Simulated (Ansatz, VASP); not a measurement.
## ZrSi2: VASP beside Ansatz

```xyz
24
Lattice="-8.6164 -0.1855 -0.0558 -2.3368 -6.7877 0.0504 -4.2484 -0.1536 7.0753" Properties=species:S:1:pos:R:3 pbc="T T T"
Zr   -7.2274   -5.3610    4.2664
Zr   -7.1950   -5.3200    0.4864
Zr   -4.3816   -1.3848    2.4106
Zr   -4.4895   -1.3075    6.2582
Zr   -8.0531   -2.1305    2.3489
Zr  -10.3147   -0.9129    4.5225
Zr   -3.7378   -4.2399    0.5867
Zr  -12.4987   -4.3747    4.2541
Si  -11.3454   -6.2249    2.4546
Si   -9.9710   -5.1471    4.4481
Si   -8.4094   -1.4840    6.8060
Si   -6.3506   -1.1603    4.2853
Si   -1.8510   -1.0124    1.3303
Si   -6.4458   -0.9482    0.3821
Si   -9.1110   -6.5015    6.2776
Si   -5.2206   -5.9090    2.4943
Si  -13.9868   -5.8826    6.2566
Si   -8.9457   -6.3011    2.3947
Si   -8.5726   -3.0204    4.8826
Si   -9.5193   -3.7669    0.6724
Si   -6.1844   -3.2927    5.6340
Si  -10.6957   -3.1585    2.6971
Si  -10.7215   -3.2556    6.1055
Si   -5.8568   -3.6437    2.3774
```

Alike in both runs: functional PBE; k mesh 3 × 3 × 3; occupations gaussian, width 0.1 eV; no spin polarisation.

Ansatz relaxed the structure, and its values are those at the end. VASP's run is a single point on that final structure, the one shown.

```csv
,VASP,Ansatz
version,VASP 6.6.1,Ansatz 0.2.0
potentials or method,"VASP PAW PBE potentials, release 64 (Zr_sv, Si), cutoff 520 eV","scalar-relativistic, plane waves, PAW"
valence electrons in the cell,160,160
```

|  | VASP | Ansatz | Ansatz less VASP |
| --- | --- | --- | --- |
| gap on the k mesh at the Fermi level (eV) | none | none | - |
| pressure (GPa) | 0.0 | 0.0 | 0.00 |
| rms of the force components (eV/Å) | 0.009 | 0.008 | -0.0010 |

A gap of «none» marks a metal or a gap that the smearing closes. With one functional, cell and mesh, what is left measures potentials, basis and numerics.
